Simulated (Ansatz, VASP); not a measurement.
ZnS in VASP and in Ansatz

File INCAR:

```
PREC     = Accurate       # precision mode
ENCUT    = 500            # plane-wave cutoff, eV
EDIFF    = 1E-6           # SCF threshold, eV
ISMEAR   = 0              # smearing method
SIGMA    = 0.02           # smearing width, eV
LREAL    = False          # projectors in reciprocal space
LASPH    = True           # aspherical terms in the spheres
NELM     = 120            # most SCF steps
ALGO     = Normal         # electronic algorithm
ISIF     = 2              # what is computed and relaxed
LWAVE    = False          # write WAVECAR
LCHARG   = True           # write CHGCAR
GGA      = PE             # functional
LELF     = True           # ELF
LVHAR    = True         
NBANDS   = 26             # bands
GGA_COMPAT= False
```

KPOINTS

```
regular mesh
0
Gamma
  9 9 4
```

Contents of POSCAR:

```
ZnS
1.0
    3.6044880043      0.0000000000      0.0000000000
   -1.8022440021      3.1215781793      0.0000000000
    0.0000000000      0.0000000000      7.6965941453
Zn S
2 2
Direct
    0.0000000000      0.0000000000      0.7500000000
    0.0000000000      0.0000000000      0.2500000000
    0.3333333300      0.6666666700      0.2500000000
    0.6666666700      0.3333333300      0.7500000000
```

Input for Ansatz:

```yaml
crystal:
  lattice:
    - [3.6044880043, 0.0, 0.0]
    - [-1.8022440021, 3.1215781793, 0.0]
    - [0.0, 0.0, 7.6965941453]
  atoms:
    - { symbol: Zn, position: [0.0, 0.0, 0.75] }
    - { symbol: Zn, position: [0.0, 0.0, 0.25] }
    - { symbol: S, position: [0.33333333, 0.66666667, 0.25] }
    - { symbol: S, position: [0.66666667, 0.33333333, 0.75] }
basis:
  ecutwfc: 420
kpoints:
  mp_grid: { grid: [9, 9, 4] }
hamiltonian:
  xc: pbe
scf:
  occupations: { method: gaussian, width: 0.02 }
output:
  forces: true
  stress: true
  eigenvalues: true
  populations: true
```

Alike in both runs: task single point; functional PBE; k mesh 9 × 9 × 4; occupations gaussian, width 0.02 eV; no spin polarisation.

```csv
,VASP,Ansatz
version,VASP 6.6.1,Ansatz 0.2.0
potentials or method,"VASP PAW PBE potentials, release 64 (Zn, S), cutoff 500 eV","scalar-relativistic, plane waves, PAW"
valence electrons in the cell,36,36
```

VASP gave:

| Property | Result |
| --- | --- |
| gap on the k mesh at the Fermi level (eV) | 2.80 |
| least direct gap on the mesh (eV) | 2.80 |
| pressure (GPa) | 18.3 |
| traceless stress, the component that is largest in VASP (GPa) | -17.33 |

Estimate Ansatz's values.

gap on the k mesh at the Fermi level (eV): 2.78; least direct gap on the mesh (eV): 2.78; pressure (GPa): 18.1; traceless stress, the component that is largest in VASP (GPa): -17.10.
